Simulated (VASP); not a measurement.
**AlGa3N4: single point with PBEsol**

Crystal: AlGa3N4.

```
Al Ga N
1.0
     3.93713   -0.03719    0.13019
    -0.03719    4.15680    0.08651
     0.13019    0.08651    4.24343
Al Ga N
1 3 4
Direct
  0.02789 0.06357 0.01455
  0.52967 0.59803 0.06736
  0.49421 0.06517 0.46421
  0.93236 0.38946 0.43081
  0.78317 0.76901 0.18513
  0.72373 0.16583 0.64981
  0.31935 0.71444 0.81137
  0.18962 0.23450 0.37677
```

This cell differs from its parent crystal: atoms moved at random and the cell strained at random.

```json
{
 "Program": "VASP 6.6.1",
 "Task": "single point",
 "Functional": "PBEsol",
 "Potentials or basis": "VASP PAW PBE potentials, release 64 (Al, Ga_d, N)",
 "Cutoff": "520 eV",
 "k mesh": "6 × 6 × 6",
 "Occupations": "gaussian, width 0.05 eV",
 "Spin": "no spin polarisation",
 "Dipole correction": "no",
 "Further INCAR settings": "ALGO = Normal; EDIFF = 1e-07; NBANDS = 41"
}
```

```
Pressure               : 257.1 GPa
Largest force          : 67.071 eV/Å
Band gap on the k mesh : 0.17 eV (least direct gap 0.64 eV)
```

Forces in eV/Å, atoms in the order of the input:
```
Al    2.921  -1.088  -6.723
Ga  -17.380 -22.145  -6.071
Ga  -17.984 -26.615 -18.130
Ga  -42.747  51.301   6.274
N    23.434  14.072  18.095
N    21.402   5.867  41.052
N   -12.820   5.136 -12.755
N    43.175 -26.530 -21.742
```

Stress tensor (GPa, compression positive):
```
416.09 -11.82  71.01
-11.82 180.43  26.35
 71.01  26.35 174.63
```

Levels at points of the mesh, in eV from the valence-band top:
```tsv
k point	band 27	band 28	band 29	band 30	band 31	band 32	band 33	band 34	band 35	band 36
(0.00, 0.00, 0.00)	-3.86	-2.91	-1.83	-1.47	-0.63	0.23	2.43	2.79	4.48	5.68
(0.50, 0.00, 0.00)	-3.10	-2.69	-2.38	-1.61	-1.11	0.17	2.65	3.89	5.15	5.84
(0.00, 0.50, 0.00)	-3.52	-2.69	-2.11	-1.63	-0.82	1.58	3.43	3.90	5.20	5.67
(0.50, 0.50, 0.00)	-4.30	-3.36	-1.50	-0.62	-0.01	1.87	3.75	4.67	5.65	6.75
(0.00, 0.00, 0.50)	-3.78	-3.20	-2.58	-1.61	-0.82	1.73	3.59	4.76	5.61	5.99
(0.50, 0.00, 0.50)	-3.12	-3.09	-1.16	-0.97	-0.20	1.26	3.13	4.82	5.70	6.42
(0.00, 0.50, 0.50)	-3.54	-2.94	-1.99	-1.08	-0.79	2.44	4.08	4.80	5.35	5.73
(0.50, 0.50, 0.50)	-2.24	-1.91	-1.08	-0.70	-0.32	2.47	3.67	4.72	5.43	6.51
```

Wall time 6.9 min on 1 thread of Oxide Virtual Turin-like Processor (shared host), peak memory 0.33 GiB.

Caveat: the cell differs from its parent crystal (atoms moved at random and the cell strained at random); atoms lie so close that the PAW spheres overlap strongly, which falsifies energies and pressures; the stress differs along the axes, from 175 to 416 GPa; semilocal functionals underestimate gaps, and a narrow one can read as zero; the PAW data sets were made with another functional, which shifts forces and pressure a little. A k mesh can miss the band edges.
